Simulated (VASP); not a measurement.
# Hf (Fm-3m) in VASP: notebook

The runs below take Hf through single point, with r2SCAN.

Everything below comes from runs of VASP 6.6.1. Logs are shortened: lines on timing, memory, paths and dates and some standing lists are left out, and cuts for length are marked.

## 1. The cell of the first run

The structure is cubic, space group Fm-3m (No. 225). The conventional cell has a = 4.411 Å, b = 4.411 Å, c = 4.411 Å, α = 90.00°, β = 90.00°, γ = 90.00°. Within 4.1 Å of Hf (site symmetry m-3m) lie 12 Hf at 3.12 Å.

This isn't the form of Hf at room conditions, which is hcp.

## 2. Single point, r2SCAN

File POSCAR:

```
Hf
1.0
    0.0000000000      2.2055228730      2.2055228730
    2.2055228730      0.0000000000      2.2055228730
    2.2055228730      2.2055228730      0.0000000000
Hf
1
Direct
    0.0000000000      0.0000000000      0.0000000000
```

File INCAR.step1:

```
ALGO = Normal ; EDIFF = 1E-5
ENCUT = 550 ; GGA = PE
GGA_COMPAT = F ; ISMEAR = -1
LASPH = T ; LCHARG = F
LREAL = F ; LWAVE = T
NBANDS = 11 ; NELM = 120
PREC = Accurate ; SIGMA = 0.1
```

File INCAR.step2:

```
ALGO = Normal ; EDIFF = 1E-6
ENCUT = 550 ; GGA_COMPAT = F
ISIF = 2 ; ISMEAR = -1
ISTART = 1 ; LASPH = T
LCHARG = T ; LELF = T
LMIXTAU = T ; LREAL = F
LVHAR = T ; LWAVE = F
METAGGA = R2SCAN ; NBANDS = 11
NELM = 120 ; PREC = Accurate
SIGMA = 0.1
```

File KPOINTS:

```
k-points
0
Gamma
  10 10 10
```

Potentials or basis: VASP PAW PBE potentials, release 64 (Hf_pv).

Launch:

```bash
$ cat potpaw_PBE.64/Hf_pv/POTCAR > POTCAR
$ cp INCAR.step1 INCAR
$ mpirun -np 1 vasp_std > vasp.out
$ cp INCAR.step2 INCAR
$ mpirun -np 1 vasp_std > vasp.out
```

OUTCAR:

```text
EDIFF = 1E-6
   ENCUT = 550
   ISIF = 2
   ISMEAR = -1
   ISTART = 1
   LASPH = T
   LREAL = F
   METAGGA = R2SCAN
   NELM = 120
   PREC = Accurate

 ion  position               nearest neighbor table
   1  0.000  0.000  0.000-

  LATTYP: Found a face centered cubic cell.
 ALAT       =     4.4110457460

  Lattice vectors:

 A1 = (   0.0000000000,   2.2055228730,   2.2055228730)
 A2 = (   2.2055228730,   0.0000000000,   2.2055228730)
 A3 = (   2.2055228730,   2.2055228730,   0.0000000000)

Analysis of symmetry for initial positions (statically):
=====================================================================
 Subroutine PRICEL returns:
 Original cell was already a primitive cell.

 Routine SETGRP: Setting up the symmetry group for a
 face centered cubic supercell.

 Subroutine GETGRP returns: Found 48 space group operations
 (whereof 48 operations were pure point group operations)
 out of a pool of 48 trial point group operations.

The static configuration has the point symmetry O_h .

Analysis of symmetry for dynamics (positions and initial velocities):
=====================================================================
 Subroutine PRICEL returns:
 Original cell was already a primitive cell.

 Routine SETGRP: Setting up the symmetry group for a
 face centered cubic supercell.

 Subroutine GETGRP returns: Found 48 space group operations
 (whereof 48 operations were pure point group operations)
 out of a pool of 48 trial point group operations.

The dynamic configuration has the point symmetry O_h .

 Subroutine INISYM returns: Found 48 space group operations
 (whereof 48 operations are pure point group operations),
 and found     1 'primitive' translations

----------------------------------------------------------------------------------------

                                     Primitive cell

  volume of cell :      21.4568

  direct lattice vectors                    reciprocal lattice vectors
     0.000000000  2.205522873  2.205522873    -0.226703611  0.226703611  0.226703611
     2.205522873  0.000000000  2.205522873     0.226703611 -0.226703611  0.226703611
     2.205522873  2.205522873  0.000000000     0.226703611  0.226703611 -0.226703611

  length of vectors
     3.119080359  3.119080359  3.119080359     0.392662173  0.392662173  0.392662173

  position of ions in fractional coordinates (direct lattice)
     0.000000000  0.000000000  0.000000000

  ion indices of the primitive-cell ions
   primitive index   ion index
                 1           1

----------------------------------------------------------------------------------------

 KPOINTS: k-points

Automatic generation of k-mesh.
 Grid dimensions read from file:
 generate k-points for:   10   10   10

 Generating k-lattice:

  Cartesian coordinates                     Fractional coordinates (reciprocal lattice)
    -0.022670361  0.022670361  0.022670361     0.100000000  0.000000000  0.000000000
     0.022670361 -0.022670361  0.022670361     0.000000000  0.100000000  0.000000000
     0.022670361  0.022670361 -0.022670361     0.000000000  0.000000000  0.100000000

  Length of vectors
     0.039266217  0.039266217  0.039266217

  Shift w.r.t. Gamma in fractional coordinates (k-lattice)
     0.000000000  0.000000000  0.000000000

 Subroutine IBZKPT returns following result:
 ===========================================

 Found     47 irreducible k-points:

 Following reciprocal coordinates:
            Coordinates               Weight
  0.000000  0.000000  0.000000      1.000000
  0.100000  0.000000  0.000000      8.000000
  0.200000  0.000000  0.000000      8.000000
  0.300000  0.000000  0.000000      8.000000
  0.400000  0.000000  0.000000      8.000000
  0.500000  0.000000  0.000000      4.000000
[... 16 lines left out ...]
  0.300000  0.300000  0.000000      6.000000
  0.400000  0.300000  0.000000     24.000000
 [... further k-points ...]
   k-points           NKPTS =     47   k-points in BZ     NKDIM =     47   number of bands    NBANDS=     11
   number of dos      NEDOS =    301   number of ions     NIONS =      1
   total plane-waves  NPLWV =  13824
   dimension x,y,z NGX =    24 NGY =   24 NGZ =   24
   dimension x,y,z NGXF=    48 NGYF=   48 NGZF=   48
   ions per type =               1
   NGX,Y,Z   is equivalent  to a cutoff of  12.79, 12.79, 12.79 a.u.
   NGXF,Y,Z  is equivalent  to a cutoff of  25.58, 25.58, 25.58 a.u.
 SYSTEM =  unknown system
   PREC   = accura    normal or accurate (medium, high low for compatibility)
   ISTART =      1    job   : 0-new  1-cont  2-samecut
   ICHARG =      0    charge: 1-file 2-atom 10-const
   ISPIN  =      1    spin polarized calculation?
   LNONCOLLINEAR =      F non collinear calculations
   LSORBIT =      F    spin-orbit coupling
   LASPH  =      T    aspherical Exc in radial PAW
   ENCUT  =  550.0 eV  40.42 Ry    6.36 a.u.   5.96  5.96  5.96*2*pi/ulx,y,z
   NELM   =    120;   NELMIN=  2; NELMDL=  0     # of ELM steps
   EDIFF  = 0.1E-05   stopping-criterion for ELM
   LREAL  =      F    real-space projection
   EDIFFG = 0.1E-04   stopping-criterion for IOM
   NSW    =      0    number of steps for IOM
   IBRION =     -1    ionic relax: 0-MD 1-quasi-New 2-CG
   NFREE  =      0    steps in history (QN), initial steepest desc. (CG)
   ISIF   =      2    stress and relaxation
   ISYM   =      2    0-nonsym 1-usesym 2-fastsym
   POTIM  = 0.5000    time-step for ionic-motion
   TEBEG  =    0.0;   TEEND  =   0.0 temperature during run
   PSTRESS=    0.0 pullay stress
   NELECT =      10.0000    total number of electrons
   NUPDOWN=      -1.0000    fix difference up-down
   EMIN   =  10.00;   EMAX   =-10.00  energy-range for DOS
   EFERMI =   0.00;   METHOD = LEGACY
   ISMEAR =    -1;   SIGMA  =   0.10  broadening in eV -4-tet -1-fermi 0-gaus
   EFERMI_NEDOS =   21; number of points for ismear=-14 and -15
   IALGO  =     38    algorithm
   IMIX   =      4    mixing-type and parameters
     AMIX     =   0.40;   BMIX     =  1.00
     AMIX_MAG =   1.60;   BMIX_MAG =  1.00
  volume/ion in A,a.u.               =      21.46       144.80
  Fermi-wavevector in a.u.,A,eV,Ry     =   1.269268  2.398568 21.919540  1.611041
  Thomas-Fermi vector in A             =   2.402318
   LORBIT       =      0    0 simple, 1 ext, 2 COOP (PROOUT), +10 PAW based schemes
   METAGGA = R2SCAN    functional components
   LHFCALC =     F    Hartree Fock is set to
   AEXX    =    0.0000 exact exchange contribution
   IVDW    =     0    specifies the selected vdW correction
   LEPSILON=     F    determine dielectric tensor
   LRPA    =     F    only Hartree local field effects (RPA)
 non-spin polarized calculation
  energy-cutoff  :      550.00
  volume of cell :       21.46
 maximum number of plane-waves:       637
   NGX = 11   NGY = 11   NGZ = 11

 number of electron      10.0000001 magnetization

 Free energy of the ion-electron system (eV)
  ---------------------------------------------------
  ext. energy  EPLUGINS =         0.00000000
  ---------------------------------------------------
  free energy    TOTEN  =       -45.07515448 eV

  energy without entropy =      -45.03117567  energy(sigma->0) =      -45.05316507

 E-fermi :   4.9029     XC(G=0): -12.3839

 val. band max:        4.8679000026   @ k =   0.3000   0.0000   0.0000
 cond. band min:       4.9110986201   @ k =   0.5000   0.1000   0.0000
 fundamental gap:      0.0431986176
 Fermi energy:         4.9029497022

 k-point     1 :       0.0000    0.0000    0.0000
  band No.  band energies     occupation
      1     -26.0482      2.00000
      2     -26.0482      2.00000
      3     -26.0482      2.00000
      4      -2.7952      2.00000
      5       6.5264      0.00000
      6       6.5264      0.00000
      7       6.5264      0.00000
      8       9.6746      0.00000
      9       9.6746      0.00000
     10      16.8774      0.00000
     11      17.0454      0.00000

 k-point     2 :       0.1000    0.0000    0.0000
  band No.  band energies     occupation
      1     -26.1472      2.00000
      2     -26.0604      2.00000
      3     -26.0604      2.00000
      4      -2.4188      2.00000
      5       6.1342      0.00001
      6       6.6984      0.00000
      7       6.6984      0.00000
      8       9.4846      0.00000
      9       9.4846      0.00000
     10      17.0453      0.00000
     11      17.7028      0.00000

 k-point     3 :       0.2000    0.0000    0.0000
  band No.  band energies     occupation
      1     -26.3990      2.00000
      2     -26.0921      2.00000
      3     -26.0921      2.00000
      4      -1.4009      2.00000
      5       5.3628      0.01994
      6       6.9554      0.00000
      7       6.9554      0.00000
      8       9.3660      0.00000
      9       9.3660      0.00000
     10      17.0451      0.00000
     11      17.8230      0.00000

 k-point     4 :       0.3000    0.0000    0.0000
  band No.  band energies     occupation
      1     -26.6973      2.00000
      2     -26.1310      2.00000
      3     -26.1310      2.00000
      4      -0.1154      2.00000
      5       4.8679      1.17348
      6       6.7862      0.00000
      7       6.7862      0.00000
      8      10.0783      0.00000
      9      10.0783      0.00000
     10      16.4008      0.00000
     11      17.0456      0.00000

 k-point     5 :       0.4000    0.0000    0.0000
  band No.  band energies     occupation
      1     -26.9291      2.00000
      2     -26.1621      2.00000
      3     -26.1621      2.00000
      4       0.7925      2.00000
      5       5.0701      0.31646
      6       6.4512      0.00000
      7       6.4512      0.00000
      8      11.2594      0.00000
      9      11.2594      0.00000
     10      15.5795      0.00000
     11      17.0450      0.00000
[... 211 lines left out ...]
 k-point    21 :      -0.3000    0.2000    0.0000
  band No.  band energies     occupation
      1     -26.7909      2.00000
      2     -26.4093      2.00000
      3     -26.1750      2.00000
      4       1.7614      2.00000
      5       4.4869      1.96927
      6       5.1427      0.16670
      7       7.5156      0.00000
      8       9.5576      0.00000
      9      12.8789      0.00000
     10      16.6088      0.00000
     11      17.0475      0.00000

 k-point    22 :      -0.2000    0.2000    0.0000
  band No.  band energies     occupation
      1     -26.6494      2.00000
      2     -26.3173      2.00000
      3     -26.1260      2.00000
      4       0.5419      2.00000
      5       4.5841      1.92076
      6       5.8840      0.00011
      7       7.8573      0.00000
      8       8.2830      0.00000
      9      11.7773      0.00000
     10      17.0446      0.00000
     11      18.1807      0.00000

 k-point    23 :       0.3000    0.3000    0.0000
  band No.  band energies     occupation
      1     -26.6662      2.00000
      2     -26.2743      2.00000
      3     -26.2743      2.00000
      4       0.6667      2.00000
      5       3.5860      2.00000
      6       6.1677      0.00001
      7       9.1375      0.00000
      8       9.1375      0.00000
      9      11.0542      0.00000
     10      17.0450      0.00000
     11      20.5999      0.00000

 k-point    24 :       0.4000    0.3000    0.0000
  band No.  band energies     occupation
      1     -26.7893      2.00000
      2     -26.3440      2.00000
      3     -26.3123      2.00000
      4       1.3854      2.00000
      5       3.2770      2.00000
      6       5.8864      0.00011
      7       9.4476      0.00000
      8      10.4895      0.00000
      9      11.7607      0.00000
     10      17.0439      0.00000
     11      17.7564      0.00000

 [... further k-points ...]
[... 5 lines left out ...]
  --------------------------------------------------------------------------------------
  -------------------------------------------------------------------------------------
  Total        0.6029354      0.6029354      0.6029354      0.0000000      0.0000000      0.0000000
  in kB       45.0211582     45.0211582     45.0211582      0.0000000      0.0000000      0.0000000
  external PRESSURE =      45.0211582 kB  Pullay stress =       0.0000000 kB

 VOLUME and BASIS-vectors are now :
 -----------------------------------------------------------------------------
  energy-cutoff  :      550.00
  volume of cell :       21.46
      direct lattice vectors                 reciprocal lattice vectors
     0.000000000  2.205522873  2.205522873    -0.226703611  0.226703611  0.226703611
     2.205522873  0.000000000  2.205522873     0.226703611 -0.226703611  0.226703611
     2.205522873  2.205522873  0.000000000     0.226703611  0.226703611 -0.226703611

 POSITION                                       TOTAL-FORCE (eV/Angst)
 -----------------------------------------------------------------------------------
      0.00000      0.00000      0.00000         0.000000      0.000000     -0.000000
 -----------------------------------------------------------------------------------
    total drift:                                0.000000      0.000000      0.000000

  FREE ENERGIE OF THE ION-ELECTRON SYSTEM (eV)
  ---------------------------------------------------
  free  energy   TOTEN  =       -45.0751544790 eV

  energy  without entropy=      -45.0311756653  energy(sigma->0) =      -45.05316507
```

Wall time 23 s (1 thread of Intel Xeon Platinum 8488C (Sapphire Rapids), shared host); peak memory 0.14 GiB.

Results:

| Item | Value |
| --- | --- |
| Free energy | -45.0752 eV |
| Pressure | 4.5 GPa |
| Band gap on the k mesh | zero (bands 5 and 6 overlap by 2.01 eV) |

Levels at points of the mesh, in eV from the Fermi level:
```
           k point  band 3  band 4  band 5  band 6  band 7  band 8
(0.00, 0.00, 0.00)  -30.95   -7.70    1.62    1.62    1.62    4.77
(0.50, 0.00, 0.00)  -31.08   -3.86    0.51    1.41    1.41    6.98
(0.50, 0.50, 0.00)  -31.29   -3.51   -2.33    2.68    7.06    7.61
```

Caveat: the cell stands under pressure; the PAW data sets were made with another functional, which shifts forces and pressure a little; spin-orbit coupling is left out, which moves the levels of the heavy elements.

## 3. Single point, r2SCAN

This run uses another cell than the first one, of 22.47 Å³/atom.

File POSCAR:

```
Hf
1.0
    0.0000000000      2.2395679588      2.2395679588
    2.2395679588      0.0000000000      2.2395679588
    2.2395679588      2.2395679588      0.0000000000
Hf
1
Direct
    0.0000000000      0.0000000000      0.0000000000
```

File INCAR.step1:

```
ALGO = Normal
EDIFF = 1E-5
ENCUT = 550
GGA = PE
GGA_COMPAT = F
ISMEAR = -1
LASPH = T
LCHARG = F
LREAL = F
LWAVE = T
NBANDS = 11
NELM = 120
PREC = Accurate
SIGMA = 0.1
```

File INCAR.step2:

```
ALGO = Normal
EDIFF = 1E-6
ENCUT = 550
GGA_COMPAT = F
ISIF = 2
ISMEAR = -1
ISTART = 1
LASPH = T
LCHARG = F
LMIXTAU = T
LREAL = F
LWAVE = F
METAGGA = R2SCAN
NBANDS = 11
NELM = 120
PREC = Accurate
SIGMA = 0.1
```

KPOINTS is that of step 2.

Potentials or basis: VASP PAW PBE potentials, release 64 (Hf_pv).

Launch:

```bash
$ cat potpaw_PBE.64/Hf_pv/POTCAR > POTCAR
$ cp INCAR.step1 INCAR
$ mpirun -np 1 vasp_std > vasp.out
$ cp INCAR.step2 INCAR
$ mpirun -np 1 vasp_std > vasp.out
```

Wall time 21 s (1 thread of Intel Xeon Platinum 8488C (Sapphire Rapids), shared host); peak memory 0.14 GiB.

The run converged. Its results:

* Free energy: -45.0874 eV
* Pressure: -0.5 GPa
* Band gap on the k mesh: zero (bands 5 and 6 overlap by 1.98 eV)

Levels at points of the mesh, in eV from the Fermi level:
| k point | band 2 | band 3 | band 4 | band 5 | band 6 | band 7 | band 8 | band 9 |
| --- | --- | --- | --- | --- | --- | --- | --- | --- |
| (0.00, 0.00, 0.00) | -31.13 | -31.13 | -7.54 | 1.60 | 1.60 | 1.60 | 4.58 | 4.58 |
| (0.50, 0.00, 0.00) | -31.24 | -31.24 | -3.72 | 0.35 | 1.41 | 1.41 | 6.66 | 6.66 |
| (0.50, 0.50, 0.00) | -31.43 | -31.43 | -3.30 | -2.15 | 2.41 | 6.73 | 7.24 | 7.24 |

Caveat: the PAW data sets were made with another functional, which shifts forces and pressure a little; spin-orbit coupling is left out, which moves the levels of the heavy elements.
